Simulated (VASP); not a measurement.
# Cu2Pd (P4_2/nmc) in VASP: relaxation of cell and atoms with PBE

Aim: the relaxation of cell and atoms of Cu2Pd with PBE.

All numbers are computed with VASP 6.6.1; they aren't measurements. Logs are shortened: lines on timing, memory, paths and dates and some standing lists are left out, and cuts for length are marked.

### Step 1. The cell of the first run

The structure is tetragonal, space group P4_2/nmc (No. 137). Conventional cell: a = 3.895 Å, b = 3.895 Å, c = 5.607 Å, α = 90.00°, β = 90.00°, γ = 90.00°. Within 3.0 Å of Cu (site symmetry 2mm) lie 4 Pd at 2.26 to 2.56 Å and 6 Cu at 2.80 Å. Pd (site symmetry -4m2) has 8 Cu at 2.26 to 2.56 Å within 3.0 Å.

### Step 2. Relaxation of cell and atoms, PBE

Contents of INCAR:

```
SYSTEM = Cu2Pd
PREC = Accurate ; ENCUT = 600
EDIFF = 1E-7 ; ISMEAR = 0
SIGMA = 0.1 ; LREAL = .FALSE.
LASPH = .TRUE. ; NELM = 60
ALGO = Normal ; ISIF = 3
LWAVE = .FALSE. ; LCHARG = .FALSE.
GGA = PE ; IBRION = 2
NSW = 90 ; EDIFFG = -0.04
```

Contents of KPOINTS:

```
regular mesh
0
G
  4 4 4
  0 0 0
```

Contents of POSCAR:

```
Cu2Pd
1.0
    3.8945356450      0.0000000000      0.0000000000
    0.0000000000      3.8945356450      0.0000000000
    0.0000000000      0.0000000000      5.6066324724
Cu Pd
4 2
Direct
    0.0000000000      0.5000000000      0.2030000000
    0.0000000000      0.5000000000      0.7030000000
    0.5000000000      0.0000000000      0.2970000000
    0.5000000000      0.0000000000      0.7970000000
    0.0000000000      0.0000000000      0.0000000000
    0.5000000000      0.5000000000      0.5000000000
```

Potentials or basis: VASP PAW PBE potentials, release 64 (Cu, Pd).

Launch:

```sh
$ cat potpaw_PBE.64/Cu/POTCAR potpaw_PBE.64/Pd/POTCAR > POTCAR
$ mpirun -np 1 vasp_std > vasp.out
```

OUTCAR:

```text
SYSTEM = Cu2Pd
   PREC = Accurate
   ENCUT = 600
   EDIFF = 1E-7
   ISMEAR = 0
   LREAL = .FALSE.
   LASPH = .TRUE.
   NELM = 60
   ISIF = 3
   GGA = PE
   IBRION = 2
   NSW = 90
   EDIFFG = -0.04

 ion  position               nearest neighbor table
   1  0.000  0.500  0.203-   5 2.26   5 2.26   6 2.56   6 2.56
   2  0.000  0.500  0.703-   6 2.26   6 2.26   5 2.56   5 2.56
   3  0.500  0.000  0.297-   6 2.26   6 2.26   5 2.56   5 2.56
   4  0.500  0.000  0.797-   5 2.26   5 2.26   6 2.56   6 2.56
   5  0.000  0.000  0.000-   1 2.26   4 2.26   1 2.26   4 2.26   3 2.56   2 2.56   3 2.56   2 2.56

   6  0.500  0.500  0.500-   2 2.26   3 2.26   3 2.26   2 2.26   1 2.56   4 2.56   1 2.56   4 2.56

  LATTYP: Found a simple tetragonal cell.
 ALAT       =     3.8945356450
 C/A-ratio  =     1.4396151386

  Lattice vectors:

 A1 = (   3.8945356450,   0.0000000000,   0.0000000000)
 A2 = (   0.0000000000,   3.8945356450,   0.0000000000)
 A3 = (   0.0000000000,   0.0000000000,   5.6066324724)

Analysis of symmetry for initial positions (statically):
=====================================================================
 Subroutine PRICEL returns:
 Original cell was already a primitive cell.

 Routine SETGRP: Setting up the symmetry group for a
 simple tetragonal supercell.

 Subroutine GETGRP returns: Found 16 space group operations
 (whereof  8 operations were pure point group operations)
 out of a pool of 16 trial point group operations.

The static configuration has the point symmetry D_2d.
 The point group associated with its full space group is D_4h.

Analysis of symmetry for dynamics (positions and initial velocities):
=====================================================================
 Subroutine PRICEL returns:
 Original cell was already a primitive cell.

 Routine SETGRP: Setting up the symmetry group for a
 simple tetragonal supercell.

 Subroutine GETGRP returns: Found 16 space group operations
 (whereof  8 operations were pure point group operations)
 out of a pool of 16 trial point group operations.

The dynamic configuration has the point symmetry D_2d.
 The point group associated with its full space group is D_4h.

 Subroutine INISYM returns: Found 16 space group operations
 (whereof  8 operations are pure point group operations),
 and found     1 'primitive' translations

----------------------------------------------------------------------------------------

                                     Primitive cell

  volume of cell :      85.0381

  direct lattice vectors                    reciprocal lattice vectors
     3.894535645  0.000000000  0.000000000     0.256770021  0.000000000  0.000000000
     0.000000000  3.894535645  0.000000000     0.000000000  0.256770021  0.000000000
[... 111 lines left out ...]
   GGA     = PE    functional components
   LHFCALC =     F    Hartree Fock is set to
   AEXX    =    0.0000 exact exchange contribution
   IVDW    =     0    specifies the selected vdW correction
   LEPSILON=     F    determine dielectric tensor
   LRPA    =     F    only Hartree local field effects (RPA)
 conjugate gradient relaxation of ions
 non-spin polarized calculation
 Gauss-broadening in eV      SIGMA  =   0.10
  energy-cutoff  :      600.00
  volume of cell :       85.04
 maximum number of plane-waves:      2856
 NGX is ok and might be reduce to    32
   NGX = 15   NGY = 15   NGZ = 23

--------------------------------------- Ionic step        1  -------------------------------------------

 number of electron      63.9999968 magnetization

 Free energy of the ion-electron system (eV)
  ---------------------------------------------------
  ext. energy  EPLUGINS =         0.00000000
  ---------------------------------------------------
  free energy    TOTEN  =       -21.76888059 eV

  energy without entropy =      -21.76025921  energy(sigma->0) =      -21.76456990

------------------------ aborting loop because EDIFF is reached ----------------------------------------

  FORCE on cell =-STRESS in cart. coord.  units (eV):
  Direction    XX          YY          ZZ          XY          YZ          ZX
  --------------------------------------------------------------------------------------
  -------------------------------------------------------------------------------------
  Total       14.5043538     14.5043538      9.9599678      0.0000000      0.0000000      0.0000000
  in kB      273.2722372    273.2722372    187.6528054      0.0000000      0.0000000      0.0000000
  external PRESSURE =     244.7324266 kB  Pullay stress =       0.0000000 kB
[... 27 lines left out ...]
--------------------------------------- Ionic step        2  -------------------------------------------

 number of electron      63.9999932 magnetization

 E-fermi :   3.8782     XC(G=0): -10.4572

 val. band max:        3.8775690010   @ k =   0.5000   0.0000   0.5000
 cond. band min:       4.1765205651   @ k =   0.2500   0.0000   0.0000
 fundamental gap:      0.2989515641
 Fermi energy:         3.8782299889

 k-point     1 :       0.0000    0.0000    0.0000
  band No.  band energies     occupation
      1      -2.0695      2.00000
      2       0.2660      2.00000
      3       0.8341      2.00000
      4       0.8507      2.00000
      5       0.9267      2.00000
      6       0.9489      2.00000
[... 800 lines left out ...]
  FREE ENERGIE OF THE ION-ELECTRON SYSTEM (eV)
  ---------------------------------------------------
  free  energy   TOTEN  =       -23.0422858490 eV

  energy  without entropy=      -23.0303622198  energy(sigma->0) =      -23.03632403

[... ionic steps 4 to 9 ...]

--------------------------------------- Ionic step       10  -------------------------------------------

 number of electron      64.0000072 magnetization

------------------------ aborting loop because EDIFF is reached ----------------------------------------
[... 75 lines left out ...]
--------------------------------------- Ionic step       12  -------------------------------------------

 number of electron      64.0000078 magnetization

 Free energy of the ion-electron system (eV)
  ---------------------------------------------------
  ext. energy  EPLUGINS =         0.00000000
  ---------------------------------------------------
  free energy    TOTEN  =       -23.50194186 eV

  energy without entropy =      -23.49202815  energy(sigma->0) =      -23.49698501

 E-fermi :   5.6541     XC(G=0): -11.3532

 val. band max:        5.6161297853   @ k =   0.5000   0.2500   0.5000
 cond. band min:       5.6801037008   @ k =   0.5000   0.0000   0.5000
 fundamental gap:      0.0639739155
 Fermi energy:         5.6540800624

 k-point     1 :       0.0000    0.0000    0.0000
  band No.  band energies     occupation
      1      -1.3653      2.00000
      2       1.0600      2.00000
      3       1.7385      2.00000
      4       1.8261      2.00000
      5       1.9468      2.00000
      6       2.0647      2.00000
[... 760 lines left out ...]
  FREE ENERGIE OF THE ION-ELECTRON SYSTEM (eV)
  ---------------------------------------------------
  free  energy   TOTEN  =       -23.5019418587 eV

  energy  without entropy=      -23.4920281542  energy(sigma->0) =      -23.49698501

 reached required accuracy - stopping structural energy minimisation
```

OSZICAR:

```text
N       E                     dE             d eps       ncg     rms          rms(c)
DAV:   1     0.638981483343E+03    0.63898E+03   -0.31202E+04  1368   0.289E+03
[... 151 lines left out ...]
DAV:   4    -0.235024437299E+02    0.43492E-02   -0.11120E-02  2072   0.308E+00    0.173E-01
DAV:   5    -0.235019232148E+02    0.52052E-03   -0.21844E-03  2040   0.906E-01    0.501E-02
DAV:   6    -0.235019425013E+02   -0.19287E-04   -0.42185E-04  1624   0.227E-01    0.298E-02
DAV:   7    -0.235019491616E+02   -0.66603E-05   -0.67441E-05  2122   0.181E-01    0.184E-02
DAV:   8    -0.235019417754E+02    0.73862E-05   -0.18215E-05  2220   0.115E-01    0.293E-03
DAV:   9    -0.235019418747E+02   -0.99319E-07   -0.38412E-06  1904   0.148E-02    0.212E-03
DAV:  10    -0.235019418587E+02    0.15984E-07   -0.21688E-07   924   0.121E-02
  12 F= -.23501942E+02 E0= -.23496985E+02  d E =-.217340E-02
```

It took 17 min on 1 thread of Intel Xeon 8259CL, shared host; peak memory 0.26 GiB.

What came out:

| Quantity | Value |
| --- | --- |
| Free energy | -23.5019 eV |
| Relaxed volume | 16.13 Å³/atom |
| Relaxed cell | a = 4.227 Å, b = 4.227 Å, c = 5.417 Å, α = 90.00°, β = 90.00°, γ = 90.00° |
| Space group after relaxing (to 0.1 Å) | I4/mmm (No. 139) |
| Energy gained by relaxing | 288.8 meV/atom |
| Ionic steps | 12 |
| Pressure after relaxing | 0.1 GPa |
| Largest force after relaxing | 0.038 eV/Å |
| Band gap on the k mesh | zero (bands 32 and 33 overlap by 0.37 eV) |

Forces in eV/Å, atoms in the order of the input:
```
Cu   0.000  0.000 -0.038
Cu   0.000  0.000 -0.038
Cu   0.000  0.000  0.038
Cu   0.000  0.000  0.038
Pd   0.000  0.000  0.000
Pd   0.000  0.000  0.000
```

Step by step:
```csv
step,energy change (eV),largest force (eV/Å),pressure (GPa),volume (Å³)
1,0.0000,2.0186,24.47,85.04
2,-0.8114,0.4561,-10.61,114.52
3,-1.2734,0.8821,-2.28,101.30
4,-1.2734,0.8973,-1.91,100.96
5,-1.4454,0.7325,-1.15,99.39
6,-1.6939,0.1824,2.69,94.69
7,-1.6951,0.1243,3.24,94.24
8,-1.7065,0.0913,-2.56,99.49
9,-1.7309,0.0032,-0.13,97.03
10,-1.7309,0.0054,-0.21,97.08
11,-1.7320,0.0161,-0.11,96.98
12,-1.7331,0.0378,0.12,96.76
```

Final structure:
```cif
data_structure
_symmetry_space_group_name_H-M 'P 1'
_symmetry_Int_Tables_number 1
_cell_length_a 4.2265
_cell_length_b 4.2265
_cell_length_c 5.4168
_cell_angle_alpha 90.000
_cell_angle_beta 90.000
_cell_angle_gamma 90.000
_cell_volume 96.76
loop_
_atom_site_label
_atom_site_type_symbol
_atom_site_fract_x
_atom_site_fract_y
_atom_site_fract_z
_atom_site_occupancy
Cu1 Cu 0.00000 0.50000 0.25168 1
Cu2 Cu 0.00000 0.50000 0.75168 1
Cu3 Cu 0.50000 0.00000 0.24832 1
Cu4 Cu 0.50000 0.00000 0.74832 1
Pd1 Pd 0.00000 0.00000 0.00000 1
Pd2 Pd 0.50000 0.50000 0.50000 1
```

Levels at points of the mesh, in eV from the Fermi level:
```
           k point  band 28  band 29  band 30  band 31  band 32  band 33  band 34  band 35  band 36  band 37
(0.00, 0.00, 0.00)    -1.14    -0.87    -0.84    -0.84     0.33     0.77     1.46     1.46     5.28     7.09
(0.50, 0.00, 0.00)    -0.99    -0.98    -0.98    -0.93    -0.93     2.14     2.14     2.56     2.56     4.94
(0.50, 0.50, 0.00)    -0.78    -0.64    -0.64    -0.56    -0.56     0.22     0.22     1.98     1.98     2.47
(0.00, 0.00, 0.50)    -1.30    -1.27    -1.27    -1.03    -1.03     4.19     4.19     4.20     4.20     5.66
(0.50, 0.00, 0.50)    -1.24    -1.00    -1.00    -0.70    -0.70     0.03     0.03     5.55     5.55     6.18
(0.50, 0.50, 0.50)    -1.19    -0.59    -0.59     0.25     0.25     0.49     0.49     0.49     0.49     1.45
```

Caveat: the k points lie up to 0.37 Å⁻¹ apart in the final cell.
